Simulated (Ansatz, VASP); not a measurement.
# Two plane-wave programs on Hf3H

```
Hf H
1.0
     4.22115    0.00000    0.00000
     0.00000    4.22115    0.00000
     0.00000    0.00000    4.22115
Hf H
3 1
Direct
  0.50000 0.00000 0.00000
  0.00000 0.50000 0.00000
  0.00000 0.00000 0.50000
  0.50000 0.50000 0.50000
```

Alike in both runs: functional PBE; k mesh 5 × 5 × 5; occupations gaussian, width 0.2 eV; no spin polarisation.

Ansatz relaxed the structure, and its values are those at the end. VASP's run is a single point on that final structure, the one shown.

|  | VASP | Ansatz |
| --- | --- | --- |
| version | VASP 6.6.1 | Ansatz 0.2.0 |
| potentials or method | VASP PAW PBE potentials, release 64 (Hf_pv, H), cutoff 500 eV | scalar-relativistic, plane waves, PAW |
| valence electrons in the cell | 31 | 79 |

Ansatz gave:

```
gap on the k mesh at the Fermi level (eV) : none
pressure (GPa)                            : 0.4
```

Q: Estimate VASP's values.

A: gap on the k mesh at the Fermi level (eV): none; pressure (GPa): 0.0.

A gap of «none» marks a metal or a gap that the smearing closes. The functional is the same, so the differences come from potentials, cutoffs and numerics. VASP's potentials hold 31 valence electrons a cell and Ansatz's 79, so a difference there can come from the potentials and not from the codes.

Spin-orbit coupling is off throughout.
